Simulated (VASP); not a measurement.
# V3TeO2 (P6/mmm) in VASP: further runs, part 2 of 2

VASP 6.6.1. The steps go on from the part before.

## Step 3: Relaxation of cell and atoms, PBE, collinear spin, ferromagnetic start

This run uses another cell than the first one, of 18.59 Å³/atom.

INCAR

```
SYSTEM = V3TeO2
PREC = Accurate
ENCUT = 600
EDIFF = 1E-7
ISMEAR = 0
SIGMA = 0.15
LREAL = .False.
LASPH = .True.
NELM = 150
ALGO = Normal
ISIF = 3
LWAVE = .False.
LCHARG = .False.
ISPIN = 2
MAGMOM = 2 2 2 0 0 0
LORBIT = 11
LMAXMIX = 4
GGA = PE
IBRION = 2
NSW = 36
EDIFFG = -0.08
```

KPOINTS

```
regular mesh
0
Gamma
  3 3 2
  0 0 0
```

POSCAR

```
V3TeO2
1.0
    4.7797519600      0.0000000000      0.0000000000
   -2.3898759800      4.1393866200      0.0000000000
    0.0000000000      0.0000000000      5.6364084100
V Te O
3 1 2
Direct
    0.5000000000      0.0000000000      0.0000000000
    0.0000000000      0.5000000000      0.0000000000
    0.5000000000      0.5000000000      0.0000000000
    0.0000000000      0.0000000000      0.5000000000
    0.0000000000      0.0000000000      0.8901663500
    0.0000000000      0.0000000000      0.1098336500
```

Potentials or basis: VASP PAW PBE potentials, release 64 (V_sv, Te, O).

Started as:

```bash
cat potpaw_PBE.64/V_sv/POTCAR potpaw_PBE.64/Te/POTCAR potpaw_PBE.64/O/POTCAR > POTCAR
mpirun -np 1 vasp_std > vasp.out
```

OUTCAR:

```text
SYSTEM = V3TeO2
   PREC = Accurate
   ENCUT = 600
   EDIFF = 1E-7
   ISMEAR = 0
   LREAL = .False.
   LASPH = .True.
   NELM = 150
   ISIF = 3
   ISPIN = 2
   LORBIT = 11
   GGA = PE
   IBRION = 2
   NSW = 36
   EDIFFG = -0.08

 ion  position               nearest neighbor table
   1  0.500  0.000  0.000-   2 2.39   3 2.39   3 2.39   2 2.39
   2  0.000  0.500  0.000-   1 2.39   1 2.39   3 2.39   3 2.39
   3  0.500  0.500  0.000-   1 2.39   1 2.39   2 2.39   2 2.39
   4  0.000  0.000  0.500-   5 2.20   6 2.20
   5  0.000  0.000  0.890-   6 1.24   4 2.20
   6  0.000  0.000  0.110-   5 1.24   4 2.20

  LATTYP: Found a hexagonal cell.
 ALAT       =     4.7797519600
 C/A-ratio  =     1.1792261308

  Lattice vectors:

 A1 = (   4.7797519600,   0.0000000000,   0.0000000000)
 A2 = (  -2.3898759800,   4.1393866200,   0.0000000000)
 A3 = (   0.0000000000,   0.0000000000,   5.6364084100)

Analysis of symmetry for initial positions (statically):
=====================================================================
 Subroutine PRICEL returns:
 Original cell was already a primitive cell.

 Routine SETGRP: Setting up the symmetry group for a
 hexagonal supercell.

 Subroutine GETGRP returns: Found 24 space group operations
 (whereof 24 operations were pure point group operations)
[... 214 lines left out ...]

 val. band max:        3.8425839653   @ k =   0.3333   0.0000   0.0000
 cond. band min:       4.0340735408   @ k =   0.3333   0.0000   0.5000
 fundamental gap:      0.1914895755
 Fermi energy:         3.9961104795

 spin component 1

 k-point     1 :       0.0000    0.0000    0.0000
  band No.  band energies     occupation
      1     -60.3210      1.00000
      2     -59.9268      1.00000
      3     -59.9268      1.00000
      4     -35.1048      1.00000
      5     -34.4452      1.00000
      6     -34.4452      1.00000
[... 677 lines left out ...]
 number of electron      57.0000044 magnetization       0.0004931

 number of electron      57.0000044 magnetization      -0.0000369

 Free energy of the ion-electron system (eV)
  ---------------------------------------------------
  ext. energy  EPLUGINS =         0.00000000
  ---------------------------------------------------
  free energy    TOTEN  =       -37.29361500 eV

  energy without entropy =      -37.19138347  energy(sigma->0) =      -37.24249923

 E-fermi :   5.3696     XC(G=0):  -9.8228

 val. band max:        5.2810368732   @ k =   0.3333   0.0000   0.0000
 cond. band min:       5.4437631149   @ k =   0.3333   0.0000   0.5000
 fundamental gap:      0.1627262417
 Fermi energy:         5.3695642897

 spin component 1

 k-point     1 :       0.0000    0.0000    0.0000
  band No.  band energies     occupation
      1     -59.2452      1.00000
      2     -58.4965      1.00000
      3     -58.4965      1.00000
      4     -34.6243      1.00000
      5     -33.4984      1.00000
      6     -33.4984      1.00000
[... 505 lines left out ...]
  FREE ENERGIE OF THE ION-ELECTRON SYSTEM (eV)
  ---------------------------------------------------
  free  energy   TOTEN  =       -37.2936149959 eV

  energy  without entropy=      -37.1913834719  energy(sigma->0) =      -37.24249923

 reached required accuracy - stopping structural energy minimisation

 total charge

# of ion       s       p       d       tot
------------------------------------------
    1        2.276   6.139   3.565  11.979
    2        2.276   6.139   3.565  11.979
    3        2.276   6.139   3.565  11.979
    4        1.443   1.684   0.058   3.185
    5        1.586   3.293   0.000   4.879
    6        1.586   3.293   0.000   4.879
--------------------------------------------------
tot         11.441  26.687  10.753  48.881

 magnetization (x)

# of ion       s       p       d       tot
------------------------------------------
    1       -0.000  -0.000  -0.000  -0.000
    2       -0.000  -0.000  -0.000  -0.000
    3       -0.000  -0.000  -0.000  -0.000
    4        0.000  -0.000  -0.000  -0.000
    5        0.000  -0.000   0.000  -0.000
    6        0.000  -0.000   0.000  -0.000
--------------------------------------------------
tot          0.000  -0.000  -0.000  -0.000
```

OSZICAR:

```text
N       E                     dE             d eps       ncg     rms          rms(c)
DAV:   1     0.782447001037E+03    0.78245E+03   -0.34848E+04   944   0.171E+03
DAV:   2     0.316461444288E+02   -0.75080E+03   -0.72962E+03   918   0.505E+02
[... 119 lines left out ...]
DAV:   7    -0.372936211484E+02   -0.20555E-05   -0.86653E-06  1198   0.165E-02    0.838E-03
DAV:   8    -0.372936248511E+02   -0.37027E-05   -0.25620E-06   909   0.679E-03    0.104E-02
DAV:   9    -0.372936196288E+02    0.52223E-05   -0.37294E-06   884   0.657E-03    0.830E-03
DAV:  10    -0.372936161465E+02    0.34823E-05   -0.51117E-06   957   0.670E-03    0.604E-03
DAV:  11    -0.372936151535E+02    0.99304E-06   -0.30078E-06   938   0.523E-03    0.399E-03
DAV:  12    -0.372936150282E+02    0.12527E-06   -0.37635E-07   774   0.284E-03    0.181E-03
DAV:  13    -0.372936149959E+02    0.32288E-07   -0.57510E-08   536   0.113E-03
   7 F= -.37293615E+02 E0= -.37242499E+02  d E =-.712204E-01  mag=    -0.0001
```

It took 17 min on 1 thread of Intel Xeon Platinum 8259CL at 2.50GHz (Skylake/Cascade Lake), shared host; peak memory 0.36 GiB.

What came out:

```
Free energy                                           : -37.2936 eV
Relaxed volume                                        : 18.53 Å³/atom
Relaxed cell                                          : a = 4.368 Å, b = 4.368 Å, c = 6.729 Å, α = 90.00°, β = 90.00°, γ = 120.00°
Space group after relaxing (to 0.1 Å)                 : P6/mmm (No. 191)
Energy gained by relaxing                             : 1002.9 meV/atom
Ionic steps                                           : 7
Pressure after relaxing                               : 0.1 GPa
Largest force after relaxing                          : 0.006 eV/Å
Net moment                                            : 0.00 μB per cell
Valence electrons inside the program's atomic spheres : V 11.98; Te 3.19; O 4.88
```

Forces on the atoms (eV/Å):
```
V    0.000  0.000  0.000
V    0.000  0.000  0.000
V    0.000  0.000  0.000
Te   0.000  0.000  0.000
O    0.000  0.000  0.006
O    0.000  0.000 -0.006
```

Step by step:
```
step  energy change (eV)  largest force (eV/Å)  pressure (GPa)  volume (Å³)
   1              0.0000               11.8006           11.17       111.52
   2             -4.0433                3.7748           -5.56       131.25
   3             -4.9967                1.4177           -6.33       123.35
   4             -5.9451                1.1320           -0.12       111.69
   5             -5.9460                1.1360           -0.42       112.02
   6             -6.0159                0.1784           -0.02       111.30
   7             -6.0172                0.0055            0.07       111.19
```

Final structure:
```yaml
crystal:
  lattice:
    - [4.36823, 0.00000, 0.00000]
    - [-2.18412, 3.78300, 0.00000]
    - [0.00000, 0.00000, 6.72863]
  atoms:
    - { symbol: V, position: [0.50000, 0.00000, 0.00000] }
    - { symbol: V, position: [0.00000, 0.50000, 0.00000] }
    - { symbol: V, position: [0.50000, 0.50000, 0.00000] }
    - { symbol: Te, position: [0.00000, 0.00000, 0.50000] }
    - { symbol: O, position: [0.00000, 0.00000, 0.83375] }
    - { symbol: O, position: [0.00000, 0.00000, 0.16625] }
```

Caveat: the k points lie up to 0.55 Å⁻¹ apart in the final cell; the standard files for N, O and F lose accuracy on very short bonds; the moments typed at the start vanished in this run; a cell axis changed by over 15 % at a fixed basis, so the end point is rough; spin-orbit coupling is left out, which moves the levels of the heavy elements; semilocal functionals often make such compounds metallic where correlation or magnetic order opens a gap, which also shifts bond lengths.
